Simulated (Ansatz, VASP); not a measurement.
# Two plane-wave programs on HfO2

The input INCAR:

```
  PREC = Accurate
  ENCUT = 520
  EDIFF = 1E-6
  ISMEAR = 0
  SIGMA = 0.05
  LREAL = F
  LASPH = T
  NELM = 60
  ALGO = Normal
  ISIF = 2
  LWAVE = F
  LCHARG = T
  GGA = PS
  LELF = T
  LVHAR = T
  NBANDS = 31
```

Contents of KPOINTS:

```
Automatic mesh
0
Gamma
  6 6 8
```

File POSCAR:

```
HfO2
1.0
    4.9114575923      0.0000000000      0.0000000000
    0.0000000000      4.9114575923      0.0000000000
    0.0000000000      0.0000000000      3.2637929515
Hf O
2 4
Direct
    0.0000000000      0.0000000000      0.0000000000
    0.5000000000      0.5000000000      0.5000000000
    0.1949828631      0.8050171369      0.4598153737
    0.3050171369      0.3050171369      0.0000000000
    0.6949828631      0.6949828631      0.0000000000
    0.8050171369      0.1949828631      0.5401846263
```

Input for Ansatz:

```yaml
crystal:
  lattice:
    - [4.9114575923, 0.0, 0.0]
    - [0.0, 4.9114575923, 0.0]
    - [0.0, 0.0, 3.2637929515]
  atoms:
    - { symbol: Hf, position: [0.0, 0.0, 0.0] }
    - { symbol: Hf, position: [0.5, 0.5, 0.5] }
    - { symbol: O, position: [0.1949828631, 0.8050171369, 0.4598153737] }
    - { symbol: O, position: [0.3050171369, 0.3050171369, 0.0] }
    - { symbol: O, position: [0.6949828631, 0.6949828631, 0.0] }
    - { symbol: O, position: [0.8050171369, 0.1949828631, 0.5401846263] }
basis:
  ecutwfc: 520.0
kpoints:
  mp_grid: { grid: [6, 6, 8] }
hamiltonian:
  xc: pbesol
  pseudopotentials: { kind: paw, azcp: { folder: soft_1 } }
scf:
  occupations: { method: gaussian, width: 0.05 }
output:
  forces: true
  stress: true
  eigenvalues: true
```

Change from the starting cell: mode 16 frozen in at -0.129 Å, equal normal strain along x, y and z +0.0167.

Alike in both runs: task single point; functional PBEsol; k mesh 6 × 6 × 8; occupations gaussian, width 0.05 eV; no spin polarisation.

```csv
,VASP,Ansatz
version,VASP 6.6.1,Ansatz 0.2.0
potentials or method,"VASP PAW PBE potentials, release 64 (Hf_pv, O), cutoff 520 eV","scalar-relativistic, plane waves, PAW"
valence electrons in the cell,44,76
```

|  | VASP | Ansatz | Ansatz less VASP |
| --- | --- | --- | --- |
| gap on the k mesh at the Fermi level (eV) | 3.68 | 3.74 | +0.057 |
| least direct gap on the mesh (eV) | 3.68 | 3.74 | +0.057 |
| pressure (GPa) | -11.4 | -8.8 | +2.52 |
| traceless stress, the component that is largest in VASP (GPa) | 3.08 | 3.26 | +0.178 |
| rms of the force components (eV/Å) | 0.500 | 0.508 | +0.0077 |

VASP's potentials were made for PBE, not for PBEsol, and Ansatz warns of the same on its side. Atom by atom the forces differ by 0.022 eV/Å (rms over components). With one functional, cell and mesh, what is left measures potentials, basis and numerics. VASP's potentials hold 44 valence electrons a cell and Ansatz's 76, so a difference there can come from the potentials and not from the codes.

Spin-orbit coupling is off throughout.
